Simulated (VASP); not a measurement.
# Yb (Fm-3m) in VASP: notebook

Runs on Yb. Level: r2SCAN. Tasks: single point.

All numbers are computed with VASP 6.6.1; they aren't measurements. Logs are shortened: lines on timing, memory, paths and dates and some standing lists are left out, and cuts for length are marked.

### Step 1. The cell of the first run

Symmetry: Fm-3m, No. 225, cubic system. Conventional cell: a = 5.138 Å, b = 5.138 Å, c = 5.138 Å, α = 90.00°, β = 90.00°, γ = 90.00°. Yb (site symmetry m-3m) has 12 Yb at 3.63 Å within 4.8 Å.

### Step 2. Single point, r2SCAN

Input file POSCAR:

```
Yb
1.0
    0.0000000000      2.5688861267      2.5688861267
    2.5688861267      0.0000000000      2.5688861267
    2.5688861267      2.5688861267      0.0000000000
Yb
1
Direct
    0.0000000000      0.0000000000      0.0000000000
```

Input file INCAR.step1:

```
  ALGO = Normal
  EDIFF = 1E-4
  ENCUT = 520
  GGA = PE
  ISMEAR = -1
  LASPH = True
  LCHARG = False
  LREAL = False
  LWAVE = True
  NBANDS = 18
  NELM = 100
  PREC = Accurate
  SIGMA = 0.1
```

Input file INCAR.step2:

```
  ALGO = Normal
  EDIFF = 1E-7
  ENCUT = 520
  ISIF = 2
  ISMEAR = -1
  ISTART = 1
  LASPH = True
  LCHARG = False
  LMIXTAU = True
  LREAL = False
  LWAVE = False
  METAGGA = R2SCAN
  NBANDS = 18
  NELM = 100
  PREC = Accurate
  SIGMA = 0.1
```

Input file KPOINTS:

```
k-points
0
Gamma
  11 11 11
```

Potentials or basis: VASP PAW PBE potentials, release 64 (Yb).

Run with:

```
$ cat potpaw_PBE.64/Yb/POTCAR > POTCAR
$ cp INCAR.step1 INCAR
$ mpirun -np 1 vasp_std > vasp.out
$ cp INCAR.step2 INCAR
$ mpirun -np 1 vasp_std > vasp.out
```

OUTCAR:

```text
EDIFF = 1E-7
   ENCUT = 520
   ISIF = 2
   ISMEAR = -1
   ISTART = 1
   LASPH = True
   LREAL = False
   METAGGA = R2SCAN
   NELM = 100
   PREC = Accurate

 ion  position               nearest neighbor table
   1  0.000  0.000  0.000-

  LATTYP: Found a face centered cubic cell.
 ALAT       =     5.1377722534

  Lattice vectors:

 A1 = (   0.0000000000,   2.5688861267,   2.5688861267)
 A2 = (   2.5688861267,   0.0000000000,   2.5688861267)
 A3 = (   2.5688861267,   2.5688861267,   0.0000000000)

Analysis of symmetry for initial positions (statically):
=====================================================================
 Subroutine PRICEL returns:
 Original cell was already a primitive cell.

 Routine SETGRP: Setting up the symmetry group for a
 face centered cubic supercell.

 Subroutine GETGRP returns: Found 48 space group operations
 (whereof 48 operations were pure point group operations)
 out of a pool of 48 trial point group operations.

The static configuration has the point symmetry O_h .

Analysis of symmetry for dynamics (positions and initial velocities):
=====================================================================
 Subroutine PRICEL returns:
 Original cell was already a primitive cell.

 Routine SETGRP: Setting up the symmetry group for a
 face centered cubic supercell.

 Subroutine GETGRP returns: Found 48 space group operations
 (whereof 48 operations were pure point group operations)
 out of a pool of 48 trial point group operations.

The dynamic configuration has the point symmetry O_h .

 Subroutine INISYM returns: Found 48 space group operations
 (whereof 48 operations are pure point group operations),
 and found     1 'primitive' translations

----------------------------------------------------------------------------------------

                                     Primitive cell

  volume of cell :      33.9051

  direct lattice vectors                    reciprocal lattice vectors
     0.000000000  2.568886127  2.568886127    -0.194636887  0.194636887  0.194636887
     2.568886127  0.000000000  2.568886127     0.194636887 -0.194636887  0.194636887
     2.568886127  2.568886127  0.000000000     0.194636887  0.194636887 -0.194636887

  length of vectors
     3.632953601  3.632953601  3.632953601     0.337120978  0.337120978  0.337120978

  position of ions in fractional coordinates (direct lattice)
     0.000000000  0.000000000  0.000000000

  ion indices of the primitive-cell ions
   primitive index   ion index
                 1           1

----------------------------------------------------------------------------------------

 KPOINTS: k-points

Automatic generation of k-mesh.
 Grid dimensions read from file:
 generate k-points for:   11   11   11

 Generating k-lattice:

  Cartesian coordinates                     Fractional coordinates (reciprocal lattice)
    -0.017694262  0.017694262  0.017694262     0.090909091  0.000000000  0.000000000
     0.017694262 -0.017694262  0.017694262     0.000000000  0.090909091  0.000000000
     0.017694262  0.017694262 -0.017694262     0.000000000  0.000000000  0.090909091

  Length of vectors
     0.030647362  0.030647362  0.030647362

  Shift w.r.t. Gamma in fractional coordinates (k-lattice)
     0.000000000  0.000000000  0.000000000

 Subroutine IBZKPT returns following result:
 ===========================================

 Found     56 irreducible k-points:

 Following reciprocal coordinates:
            Coordinates               Weight
  0.000000  0.000000  0.000000      1.000000
  0.090909  0.000000  0.000000      8.000000
  0.181818  0.000000  0.000000      8.000000
  0.272727  0.000000  0.000000      8.000000
  0.363636  0.000000  0.000000      8.000000
  0.454545  0.000000  0.000000      8.000000
[... 16 lines left out ...]
 -0.272727  0.181818  0.000000     24.000000
 -0.181818  0.181818  0.000000     12.000000
 [... further k-points ...]
   k-points           NKPTS =     56   k-points in BZ     NKDIM =     56   number of bands    NBANDS=     18
   number of dos      NEDOS =    301   number of ions     NIONS =      1
   total plane-waves  NPLWV =  21952
   dimension x,y,z NGX =    28 NGY =   28 NGZ =   28
   dimension x,y,z NGXF=    56 NGYF=   56 NGZF=   56
   ions per type =               1
   NGX,Y,Z   is equivalent  to a cutoff of  12.81, 12.81, 12.81 a.u.
   NGXF,Y,Z  is equivalent  to a cutoff of  25.63, 25.63, 25.63 a.u.
 SYSTEM =  unknown system
   PREC   = accura    normal or accurate (medium, high low for compatibility)
   ISTART =      1    job   : 0-new  1-cont  2-samecut
   ICHARG =      0    charge: 1-file 2-atom 10-const
   ISPIN  =      1    spin polarized calculation?
   LNONCOLLINEAR =      F non collinear calculations
   LSORBIT =      F    spin-orbit coupling
   LASPH  =      T    aspherical Exc in radial PAW
   ENCUT  =  520.0 eV  38.22 Ry    6.18 a.u.   6.75  6.75  6.75*2*pi/ulx,y,z
   NELM   =    100;   NELMIN=  2; NELMDL=  0     # of ELM steps
   EDIFF  = 0.1E-06   stopping-criterion for ELM
   LREAL  =      F    real-space projection
   EDIFFG = 0.1E-05   stopping-criterion for IOM
   NSW    =      0    number of steps for IOM
   IBRION =     -1    ionic relax: 0-MD 1-quasi-New 2-CG
   NFREE  =      0    steps in history (QN), initial steepest desc. (CG)
   ISIF   =      2    stress and relaxation
   ISYM   =      2    0-nonsym 1-usesym 2-fastsym
   POTIM  = 0.5000    time-step for ionic-motion
   TEBEG  =    0.0;   TEEND  =   0.0 temperature during run
   PSTRESS=    0.0 pullay stress
   NELECT =      24.0000    total number of electrons
   NUPDOWN=      -1.0000    fix difference up-down
   EMIN   =  10.00;   EMAX   =-10.00  energy-range for DOS
   EFERMI =   0.00;   METHOD = LEGACY
   ISMEAR =    -1;   SIGMA  =   0.10  broadening in eV -4-tet -1-fermi 0-gaus
   EFERMI_NEDOS =   21; number of points for ismear=-14 and -15
   IALGO  =     38    algorithm
   IMIX   =      4    mixing-type and parameters
     AMIX     =   0.40;   BMIX     =  1.00
     AMIX_MAG =   1.60;   BMIX_MAG =  1.00
  volume/ion in A,a.u.               =      33.91       228.80
  Fermi-wavevector in a.u.,A,eV,Ry     =   1.459006  2.757121 28.962699  2.128698
  Thomas-Fermi vector in A             =   2.575624
   LORBIT       =      0    0 simple, 1 ext, 2 COOP (PROOUT), +10 PAW based schemes
   METAGGA = R2SCAN    functional components
   LHFCALC =     F    Hartree Fock is set to
   AEXX    =    0.0000 exact exchange contribution
   IVDW    =     0    specifies the selected vdW correction
   LEPSILON=     F    determine dielectric tensor
   LRPA    =     F    only Hartree local field effects (RPA)
 non-spin polarized calculation
  energy-cutoff  :      520.00
  volume of cell :       33.91
 maximum number of plane-waves:       941
   NGX = 13   NGY = 13   NGZ = 13

 number of electron      23.9999997 magnetization

 Free energy of the ion-electron system (eV)
  ---------------------------------------------------
  ext. energy  EPLUGINS =         0.00000000
  ---------------------------------------------------
  free energy    TOTEN  =       -35.56299310 eV

  energy without entropy =      -35.47495147  energy(sigma->0) =      -35.51897228

 E-fermi :   1.7607     XC(G=0): -10.4198

 val. band max:        1.6357110683   @ k =  -0.2727   0.4545   0.1818
 cond. band min:       1.8029732533   @ k =  -0.3636   0.2727   0.0909
 fundamental gap:      0.1672621850
 Fermi energy:         1.7606986823

 k-point     1 :       0.0000    0.0000    0.0000
  band No.  band energies     occupation
      1     -51.6508      2.00000
      2     -23.1602      2.00000
      3     -23.1601      2.00000
      4     -23.1601      2.00000
      5      -3.7805      2.00000
      6       1.1489      1.99561
[... 10 lines left out ...]
     17       7.2593      0.00000
     18      11.8548      0.00000

 k-point     2 :       0.0909    0.0000    0.0000
  band No.  band energies     occupation
      1     -51.6490      2.00000
      2     -23.1944      2.00000
      3     -23.1645      2.00000
      4     -23.1644      2.00000
      5      -3.5699      2.00000
      6       1.1511      1.99551
[... 10 lines left out ...]
     17       7.1252      0.00000
     18      12.3669      0.00000

 k-point     3 :       0.1818    0.0000    0.0000
  band No.  band energies     occupation
      1     -51.6441      2.00000
      2     -23.2851      2.00000
      3     -23.1762      2.00000
      4     -23.1760      2.00000
      5      -2.9688      2.00000
      6       1.1583      1.99517
[... 10 lines left out ...]
     17       6.9802      0.00000
     18      12.4271      0.00000

 k-point     4 :       0.2727    0.0000    0.0000
  band No.  band energies     occupation
      1     -51.6376      2.00000
      2     -23.4012      2.00000
      3     -23.1913      2.00000
      4     -23.1912      2.00000
      5      -2.0719      2.00000
      6       1.1696      1.99460
[... 10 lines left out ...]
     17       7.3258      0.00000
     18      11.3762      0.00000

 k-point     5 :       0.3636    0.0000    0.0000
  band No.  band energies     occupation
      1     -51.6317      2.00000
      2     -23.5053      2.00000
      3     -23.2052      2.00000
      4     -23.2050      2.00000
      5      -1.0611      2.00000
      6       1.1698      1.99459
[... 10 lines left out ...]
     17       8.1025      0.00000
     18      10.6493      0.00000

 k-point     6 :       0.4545    0.0000    0.0000
  band No.  band energies     occupation
      1     -51.6282      2.00000
      2     -23.5661      2.00000
      3     -23.2134      2.00000
      4     -23.2132      2.00000
      5      -0.2777      2.00000
      6       1.1533      1.99541
[... 307 lines left out ...]
 k-point    21 :      -0.4545    0.1818    0.0000
  band No.  band energies     occupation
      1     -51.6249      2.00000
      2     -23.5324      2.00000
      3     -23.2956      2.00000
      4     -23.2381      2.00000
      5       0.5261      1.99999
      6       1.1481      1.99564
[... 10 lines left out ...]
     17       8.7716      0.00000
     18       9.9157      0.00000

 k-point    22 :      -0.3636    0.1818    0.0000
  band No.  band energies     occupation
      1     -51.6261      2.00000
      2     -23.5129      2.00000
      3     -23.3042      2.00000
      4     -23.2239      2.00000
      5       0.1787      2.00000
      6       1.1574      1.99521
[... 10 lines left out ...]
     17       9.1481      0.00000
     18      10.3829      0.00000

 k-point    23 :      -0.2727    0.1818    0.0000
  band No.  band energies     occupation
      1     -51.6300      2.00000
      2     -23.4581      2.00000
      3     -23.2914      2.00000
      4     -23.2050      2.00000
      5      -0.7671      2.00000
      6       1.1781      1.99412
[... 10 lines left out ...]
     17       9.1463      0.00000
     18      11.2808      0.00000

 k-point    24 :      -0.1818    0.1818    0.0000
  band No.  band energies     occupation
      1     -51.6355      2.00000
      2     -23.3903      2.00000
      3     -23.2552      2.00000
      4     -23.1873      2.00000
      5      -1.7489      2.00000
      6       1.1777      1.99414
[... 10 lines left out ...]
     17       8.3322      0.00000
     18      12.4245      0.00000

 [... further k-points ...]

------------------------ aborting loop because EDIFF is reached ----------------------------------------

  FORCE on cell =-STRESS in cart. coord.  units (eV):
  Direction    XX          YY          ZZ          XY          YZ          ZX
  --------------------------------------------------------------------------------------
  -------------------------------------------------------------------------------------
  Total        0.1554240      0.1554240      0.1554240      0.0000000      0.0000000     -0.0000000
  in kB        7.3445332      7.3445332      7.3445332      0.0000000      0.0000000     -0.0000000
  external PRESSURE =       7.3445332 kB  Pullay stress =       0.0000000 kB

 VOLUME and BASIS-vectors are now :
 -----------------------------------------------------------------------------
  energy-cutoff  :      520.00
  volume of cell :       33.91
      direct lattice vectors                 reciprocal lattice vectors
     0.000000000  2.568886127  2.568886127    -0.194636887  0.194636887  0.194636887
     2.568886127  0.000000000  2.568886127     0.194636887 -0.194636887  0.194636887
     2.568886127  2.568886127  0.000000000     0.194636887  0.194636887 -0.194636887

 POSITION                                       TOTAL-FORCE (eV/Angst)
 -----------------------------------------------------------------------------------
      0.00000      0.00000      0.00000         0.000000      0.000000     -0.000000
 -----------------------------------------------------------------------------------
    total drift:                               -0.000000     -0.000000     -0.000000

  FREE ENERGIE OF THE ION-ELECTRON SYSTEM (eV)
  ---------------------------------------------------
  free  energy   TOTEN  =       -35.5629930962 eV

  energy  without entropy=      -35.4749514728  energy(sigma->0) =      -35.51897228
```

Wall time 3 min (1 thread of Intel Xeon Platinum 8488C (Sapphire Rapids), shared host); peak memory 0.2 GiB.

What came out:

```
Free energy : -35.5630 eV
Pressure    : 0.7 GPa
```

Caveat: the PAW data sets were made with another functional, which shifts forces and pressure a little; spin-orbit coupling is left out, which moves the levels of the heavy elements. Spin polarisation is off, so any magnetic state and its effect on volume and gap are missing.

### Step 3. Single point, r2SCAN

POSCAR is that of step 2.

Input file INCAR.step1:

```
SYSTEM = Yb
  PREC = Accurate
  ENCUT = 520
  ISMEAR = -1
  SIGMA = 0.1
  LREAL = .FALSE.
  LASPH = .TRUE.
  NELM = 80
  NBANDS = 18
  GGA = PE
  ALGO = Normal
  EDIFF = 1E-4
  LWAVE = .TRUE.
  LCHARG = .FALSE.
```

Input file INCAR.step2:

```
SYSTEM = Yb
  PREC = Accurate
  ENCUT = 520
  EDIFF = 1E-6
  ISMEAR = -1
  SIGMA = 0.1
  LREAL = .FALSE.
  LASPH = .TRUE.
  NELM = 80
  ALGO = Normal
  ISIF = 2
  LWAVE = .FALSE.
  LCHARG = .FALSE.
  METAGGA = R2SCAN
  LMIXTAU = .TRUE.
  NBANDS = 18
  ISTART = 1
```

Input file KPOINTS:

```
Automatic mesh
0
G
  11 11 11
  0 0 0
```

Potentials or basis: VASP PAW PBE potentials, release 64 (Yb).

Run with:

```
$ cat potpaw_PBE.64/Yb/POTCAR > POTCAR
$ cp INCAR.step1 INCAR
$ mpirun -np 1 vasp_std > vasp.out
$ cp INCAR.step2 INCAR
$ mpirun -np 1 vasp_std > vasp.out
```

Wall time 2.4 min (1 thread of Intel Xeon Platinum 8488C (Sapphire Rapids), shared host); peak memory 0.19 GiB.

It converged, with:

```
Free energy : -35.5630 eV
Pressure    : 0.8 GPa
```

Levels at points of the mesh, in eV from the Fermi level:
```tsv
k point	band 8	band 9	band 10	band 11	band 12	band 13	band 14	band 15	band 16	band 17
(0.00, 0.00, 0.00)	-0.53	-0.53	-0.46	-0.46	-0.46	3.17	3.17	3.17	5.50	5.50
```

Caveat: the PAW data sets were made with another functional, which shifts forces and pressure a little; spin-orbit coupling is left out, which moves the levels of the heavy elements.

(Continued in part 2 of 2.)
